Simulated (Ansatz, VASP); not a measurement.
## SnO2: VASP beside Ansatz

Contents of INCAR:

```
PREC = Accurate
ENCUT = 520
EDIFF = 1E-6
ISMEAR = -1
SIGMA = 0.05
LREAL = False
LASPH = True
NELM = 60
ALGO = Normal
ISIF = 2
LWAVE = False
LCHARG = False
GGA = PS
NBANDS = 35
```

KPOINTS

```
regular mesh
0
Gamma
  9 9 9
```

POSCAR

```
SnO2
1.0
   -2.0000686112      2.0000686112      5.1236788559
    2.0000686112     -2.0000686112      5.1236788559
    2.0000686112      2.0000686112     -5.1236788559
Sn O
2 4
Direct
    0.0000000000      0.0000000000      0.0000000000
    0.7500000000      0.2500000000      0.5000000000
    0.5465225900      0.0465225900      0.5000000000
    0.2034774100      0.2034774100      0.0000000000
    0.9534774100      0.4534774100      0.5000000000
    0.7965225900      0.7965225900      0.0000000000
```

input.yaml

```yaml
crystal:
  lattice:
    - [-2.0000686112, 2.0000686112, 5.1236788559]
    - [2.0000686112, -2.0000686112, 5.1236788559]
    - [2.0000686112, 2.0000686112, -5.1236788559]
  atoms:
    - { symbol: Sn, position: [0.0, 0.0, 0.0] }
    - { symbol: Sn, position: [0.75, 0.25, 0.5] }
    - { symbol: O, position: [0.54652259, 0.04652259, 0.5] }
    - { symbol: O, position: [0.20347741, 0.20347741, 0.0] }
    - { symbol: O, position: [0.95347741, 0.45347741, 0.5] }
    - { symbol: O, position: [0.79652259, 0.79652259, 0.0] }
kpoints:
  mp_grid: { grid: [9, 9, 9] }
  band_path:
    path:
      - [0.0, 0.0, 0.0]
      - [-0.5, 0.5, 0.0]
      - [-0.5, 0.5, -0.0761896521]
      - [-0.2880948261, 0.2880948261, -0.2880948261]
      - [0.0, 0.0, 0.0]
      - [0.5, 0.5, -0.5]
      - [0.2880948261, 0.7119051739, -0.7119051739]
      - [0.0, 0.5, -0.5]
    npoints: 8
scf:
  occupations: { method: fermi_dirac, width: 0.05 }
hamiltonian:
  xc: pbesol
  pseudopotentials: { kind: all_electron, lapw: { basis_error: 0.002 } }
output:
  forces: true
  stress: true
  eigenvalues: true
```

Alike in both runs: functional PBEsol; k mesh 9 × 9 × 9; occupations fermi-dirac, width 0.05 eV; no spin polarisation.

|  | VASP | Ansatz |
| --- | --- | --- |
| version | VASP 6.6.1 | Ansatz 0.2.0 |
| potentials or method | VASP PAW PBE potentials, release 64 (Sn_d, O), cutoff 520 eV | all-electron LAPW, scalar-relativistic |
| task | single point | band structure |

|  | VASP | Ansatz | Ansatz less VASP |
| --- | --- | --- | --- |
| gap on the k mesh at the Fermi level (eV) | 1.55 | 1.56 | +0.011 |
| least direct gap on the mesh (eV) | 1.94 | 1.95 | +0.010 |
| pressure (GPa) | 1.3 | 0.6 | -0.61 |
| traceless stress, the component that is largest in VASP (GPa) | -0.59 | -0.76 | -0.169 |
| rms of the force components (eV/Å) | 0.026 | 0.039 | +0.0127 |

VASP's potentials were made for PBE, not for PBEsol. Atom by atom the forces differ by 0.013 eV/Å (rms over components). Ansatz ran all-electron here, and VASP with PAW potentials.
